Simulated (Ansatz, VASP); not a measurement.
**BaTiO3 in VASP and in Ansatz**

```
CELL_PARAMETERS angstrom
4.03980 0.00000 0.00000
0.00000 4.03980 0.00000
0.00000 0.00000 4.01800
ATOMIC_POSITIONS crystal
Ba 0.00000 0.00000 0.00000
Ti 0.50000 0.50000 0.50000
O 0.50000 0.50000 0.00000
O 0.50000 0.00000 0.50000
O 0.00000 0.50000 0.50000
```

Change from the starting cell: equal xx and yy strain of +1 %, PAW files.

Alike in both runs: task electric field gradients; functional PBEsol; k mesh 7 × 7 × 7; occupations fermi-dirac, width 0.03 eV; no spin polarisation.

|  | VASP | Ansatz |
| --- | --- | --- |
| version | VASP 6.6.1 | Ansatz 0.2.0 |
| potentials or method | VASP PAW PBE potentials, release 64 (Ba_sv, Ti_sv, O) | PAW with Ansatz's default frozen-core files, scalar-relativistic |
| plane-wave cutoff (eV) | 520 | 420 |
| valence electrons in the cell | 40 | 40 |

Ansatz gave:

| Quantity | Value |
| --- | --- |
| gap on the k mesh at the Fermi level (eV) | 1.77 |
| pressure (GPa) | -7.6 |
| traceless stress, the component that is largest in VASP (GPa) | 0.60 |
| size of Vzz on the site where it differs most (V/Å²) | 24.1 |

Task: Which values does VASP return?

Result: gap on the k mesh at the Fermi level (eV): 1.71; pressure (GPa): -5.9; traceless stress, the component that is largest in VASP (GPa): 0.62; size of Vzz on the site where it differs most (V/Å²): 23.1.

VASP's potentials were made for PBE, not for PBEsol.

Spin-orbit coupling is off throughout.
